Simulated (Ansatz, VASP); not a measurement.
# One calculation of CoO, two programs

Contents of INCAR:

```
SYSTEM = CoO
PREC = Accurate ; ENCUT = 520
EDIFF = 1E-6 ; ISMEAR = 0
SIGMA = 0.05 ; LREAL = .False.
LASPH = .True. ; NELM = 150
ALGO = Normal ; ISIF = 2
LWAVE = .False. ; LCHARG = .False.
ISPIN = 2 ; MAGMOM = 2 0
LORBIT = 11 ; LMAXMIX = 4
GGA = RP ; NBANDS = 18
```

KPOINTS

```
regular mesh
0
Gamma
  12 12 12
  0 0 0
```

File POSCAR:

```
CoO
1.0
    2.9981027600      0.0000000000      0.0000000000
   -0.0359013095      2.9978877990      0.0000000000
   -1.4811007252     -1.4989438994      2.1326340492
Co O
1 1
Direct
    0.0000000000      0.0000000000      0.0000000000
    0.5000000000      0.5000000000      0.0000000000
```

File input.yaml:

```yaml
crystal:
  lattice:
    - [2.99810276, 0.0, 0.0]
    - [-0.0359013095, 2.997887799, 0.0]
    - [-1.4811007252, -1.4989438994, 2.1326340492]
  atoms:
    - { symbol: Co, position: [0.0, 0.0, 0.0], spin: 2.0 }
    - { symbol: O, position: [0.5, 0.5, 0.0] }
kpoints:
  mp_grid: { grid: [12, 12, 12] }
scf:
  occupations: { method: gaussian, width: 0.05 }
hamiltonian:
  xc: rpbe
  pseudopotentials: { kind: all_electron, lapw: { basis_error: 0.001 } }
magnetization:
  spin_polarized: true
output:
  forces: true
  stress: true
  eigenvalues: true
```

Alike in both runs: task single point; functional RPBE; k mesh 12 × 12 × 12; occupations gaussian, width 0.05 eV; collinear spin.

|  | VASP | Ansatz |
| --- | --- | --- |
| version | VASP 6.6.1 | Ansatz 0.2.0 |
| potentials or method | VASP PAW PBE potentials, release 64 (Co, O), cutoff 520 eV | all-electron LAPW, scalar-relativistic |

|  | VASP | Ansatz | Ansatz less VASP |
| --- | --- | --- | --- |
| gap on the k mesh at the Fermi level (eV) | none | none | - |
| pressure (GPa) | 5.9 | 8.2 | +2.35 |
| traceless stress, the component that is largest in VASP (GPa) | -0.08 | 0.31 | +0.393 |
| net moment per atom (μB) | 1.47 | 1.45 | -0.025 |
| size of the moment on the site where the two differ most (μB) | 0.31 | 0.29 | -0.018 |

VASP's potentials were made for PBE, not for RPBE. Site moments also hang on the region over which each program counts them. A gap of «none» marks a metal or a gap that the smearing closes. Ansatz ran all-electron here, and VASP with PAW potentials.
